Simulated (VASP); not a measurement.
AlN: single point with PBEsol

AlN:

```
Al N
1.0
     4.37714    0.00000    0.00000
     0.00000   -4.37714    0.00000
     0.00000    0.00000   -4.37714
Al N
4 4
Cartesian
  -0.4455 0.3780 0.4455
  2.1886 -2.1886 0.0000
  2.1886 0.0000 -2.1886
  0.0000 -2.1886 -2.1886
  3.2829 -3.2829 -3.2829
  1.0943 -1.0943 -3.2829
  1.0943 -3.2829 -1.0943
  3.2829 -1.0943 -1.0943
```

This cell differs from its parent crystal: atom 1 (Al) moved by -0.630 Å along [1 1 0] and +0.378 Å along [0 0 1].

```json
{"Program": "VASP 6.6.1", "Task": "single point", "Functional": "PBEsol", "Potentials or basis": "VASP PAW PBE potentials, release 64 (Al, N)", "Cutoff": "520 eV", "k mesh": "6 × 6 × 6", "Occupations": "gaussian, width 0.05 eV", "Spin": "no spin polarisation"}
```

```json
{
  "Pressure": "46.6 GPa",
  "Largest force": "75.544 eV/Å",
  "Band gap on the k mesh": "1.48 eV (least direct gap 1.67 eV)"
}
```

Forces in eV/Å, atoms in the order of the input:
```
Al   42.457 -45.845 -42.457
Al   -1.930   1.713  -1.085
Al   -2.128  -0.897   2.128
Al    1.085   1.713   1.930
N   -37.800  41.567  37.800
N    -0.785   0.762   0.261
N    -0.637   0.224   0.637
N    -0.261   0.762   0.785
```

Stress tensor (GPa, compression positive):
```
 42.83 -50.72 -46.81
-50.72  54.02  50.72
-46.81  50.72  42.83
```

Levels at points of the mesh, in eV from the valence-band top:
```csv
k point,band 12,band 13,band 14,band 15,band 16,band 17,band 18,band 19,band 20,band 21
"(0.00, 0.00, 0.00)",-2.09,-2.08,-0.75,-0.29,-0.19,1.48,1.79,1.88,4.36,6.96
"(0.50, 0.00, 0.00)",-2.73,-2.44,-1.87,-1.20,-0.67,3.69,4.27,4.62,6.58,8.00
"(0.00, 0.50, 0.00)",-2.63,-2.31,-1.72,-1.25,-0.77,3.44,4.35,4.69,6.59,8.06
"(0.50, 0.50, 0.00)",-2.40,-2.34,-1.59,-0.98,-0.13,5.10,5.94,6.13,7.12,7.45
"(0.50, 0.00, 0.50)",-2.30,-2.23,-1.44,-1.09,-0.21,5.30,5.83,6.07,7.09,7.53
"(0.50, 0.50, 0.50)",-1.06,-0.97,-0.90,-0.11,0.00,4.38,6.05,6.20,6.31,7.61
```

It took 60 s on 1 thread of Intel(R) Xeon(R) 6975P-C (Granite Rapids) (shared host), peak memory 0.27 GiB.

Caveat: the cell differs from its parent crystal (atom 1 (Al) moved by -0.630 Å along [1 1 0] and +0.378 Å along [0 0 1]); atoms lie so close that the PAW spheres overlap strongly, which falsifies energies and pressures; the cell stands under pressure; the PAW data sets were made with another functional, which shifts forces and pressure a little. A k mesh can miss the band edges.
